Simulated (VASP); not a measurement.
Wanted: the native input for a VASP 6.6.1 run.

```
Task                   : single point
Functional             : PBE
Potentials or basis    : VASP PAW PBE potentials, release 64 (Sn_d)
Cutoff                 : 500 eV
k mesh                 : 6 × 6 × 6
Occupations            : gaussian, width 0.1 eV
Spin                   : no spin polarisation
Dipole correction      : no
Further INCAR settings : ALGO = Normal; EDIFF = 1e-06; NBANDS = 13
```

The structure of Sn lies in POSCAR:

```
Sn
1.0
   -1.8946518192      1.8946518192      1.8946518192
    1.8946518192     -1.8946518192      1.8946518192
    1.8946518192      1.8946518192     -1.8946518192
Sn
1
Direct
   -0.1509836883     -0.1509668262     -0.2001797956
```

The input as run:

INCAR

```
SYSTEM = Sn
PREC     = Accurate       ! precision mode
ENCUT    = 500            ! plane-wave cutoff, eV
EDIFF    = 1E-6           ! SCF threshold, eV
ISMEAR   = 0              ! smearing method
SIGMA    = 0.1            ! smearing width, eV
LREAL    = .False.        ! projectors in reciprocal space
LASPH    = .True.         ! aspherical terms in the spheres
NELM     = 120            ! most SCF steps
ALGO     = Normal         ! electronic algorithm
ISIF     = 2              ! what is computed and relaxed
LWAVE    = .False.        ! write WAVECAR
LCHARG   = .False.        ! write CHGCAR
GGA      = PE             ! functional
NBANDS   = 13             ! bands
GGA_COMPAT= .False.
```

KPOINTS

```
Automatic mesh
0
Gamma
  6 6 6
  0 0 0
```

Potentials or basis: VASP PAW PBE potentials, release 64 (Sn_d).

Launch:

```sh
$ cat potpaw_PBE.64/Sn_d/POTCAR > POTCAR
$ mpirun -np 1 vasp_std > vasp.out
```

It gave:

| Property | Result |
| --- | --- |
| Pressure | 0.7 GPa |
| Band gap on the k mesh | zero (band 7 reaches 16.04 eV, above the bottom of band 8 at 5.62 eV) |

Caveat: the k points lie up to 0.39 Å⁻¹ apart; spin-orbit coupling is left out, which moves the levels of the heavy elements.

Wall time 4.8 s on 1 thread of AMD EPYC 9R45 (Zen 5), on a shared host, peak memory 0.1 GiB.
